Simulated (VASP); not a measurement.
**MnO: electric field gradients with PBEsol**

MnO:

```
Mn O
1.0
     3.38290    0.00000    0.00000
    -1.69145    2.92968    0.00000
     0.00000    0.00000    5.40339
Mn O
2 2
Direct
  0.33333 0.66667 0.01096
  0.66667 0.33333 0.51096
  0.33333 0.66667 0.37547
  0.66667 0.33333 0.87547
```

| Property | Result |
| --- | --- |
| Program | VASP 6.6.1 |
| Task | electric field gradients |
| Functional | PBEsol |
| Potentials or basis | VASP PAW PBE potentials, release 64 (Mn_pv, O) |
| Cutoff | 520 eV |
| k mesh | 14 × 14 × 8 |
| Occupations | fermi-dirac, width 0.05 eV |
| Spin | collinear spin, ferromagnetic start |
| Starting moments | [4.0, 4.0, 0.0, 0.0] μB |
| Dipole correction | no |
| Further INCAR settings | ALGO = Normal; EDIFF = 1e-08; NBANDS = 31 |

| Property | Result |
| --- | --- |
| Pressure | -0.1 GPa |
| Largest force | 0.587 eV/Å |
| Band gap on the k mesh | zero (filled and empty bands overlap) |
| Net moment | 9.99 μB per cell |
| Site moments | Mn +4.41; O +0.20 μB |
| Largest electric field gradient by atom | Mn -25.4; O +1.0 V/Å² |
| Valence electrons inside the program's atomic spheres | Mn 11.42; O 4.99 |

Forces in eV/Å, atoms in the order of the input:
```
Mn   0.000  0.000 -0.587
Mn   0.000  0.000 -0.587
O    0.000  0.000  0.587
O    0.000  0.000  0.587
```

Stress tensor (GPa, compression positive):
```
-2.41  0.00  0.00
 0.00 -2.41  0.00
 0.00  0.00  4.66
```

Levels at points of the mesh, in eV from the Fermi level:
Spin up:
| k point | band 22 | band 23 | band 24 | band 25 | band 26 | band 27 |
| --- | --- | --- | --- | --- | --- | --- |
| (0.00, 0.00, 0.00) | -1.07 | -0.01 | -0.01 | 0.05 | 3.56 | 5.49 |
| (0.50, 0.00, 0.00) | -1.90 | -0.88 | -0.73 | 3.77 | 4.17 | 5.71 |
| (0.00, 0.00, 0.50) | -0.56 | -0.56 | -0.56 | 1.14 | 1.14 | 8.25 |
| (0.50, 0.00, 0.50) | -1.32 | -1.23 | -1.23 | 3.74 | 3.74 | 6.02 |
Spin down:
```csv
k point,band 11,band 12,band 13,band 14,band 15,band 16,band 17,band 18
"(0.00, 0.00, 0.00)",-4.88,-4.88,-4.68,-4.68,-0.15,0.94,0.94,1.08
"(0.50, 0.00, 0.00)",-5.30,-4.87,-4.79,-4.61,0.40,0.43,1.22,1.49
"(0.00, 0.00, 0.50)",-4.79,-4.79,-4.79,-4.79,1.41,1.41,1.41,1.41
"(0.50, 0.00, 0.50)",-4.89,-4.89,-4.71,-4.71,0.90,0.90,1.50,1.50
```

Electric field gradients, principal values (V/Å²):
| atom | least | middle | greatest (by size) |
| --- | --- | --- | --- |
| 1 Mn | 12.705 | 12.712 | -25.418 |
| 2 Mn | 12.705 | 12.712 | -25.418 |
| 3 O | -0.518 | -0.521 | 1.040 |
| 4 O | -0.518 | -0.521 | 1.040 |

Run time: 13 min on 1 thread of Oxide Virtual Turin-like Processor, on a shared host, peak memory 0.36 GiB.

Caveat: without QUAD_EFG the Cq values of the log hold for a quadrupole moment of 1 mb, not for the nuclei; the PAW data sets were made with another functional, which shifts forces and pressure a little; semilocal functionals often make such compounds metallic where correlation or magnetic order opens a gap, which also shifts bond lengths; only a ferromagnetic start was run, and an antiferromagnetic order may lie lower in energy. With open d or f shells a metallic result of PBEsol can be an artefact of self-interaction; +U or a hybrid may open a gap.
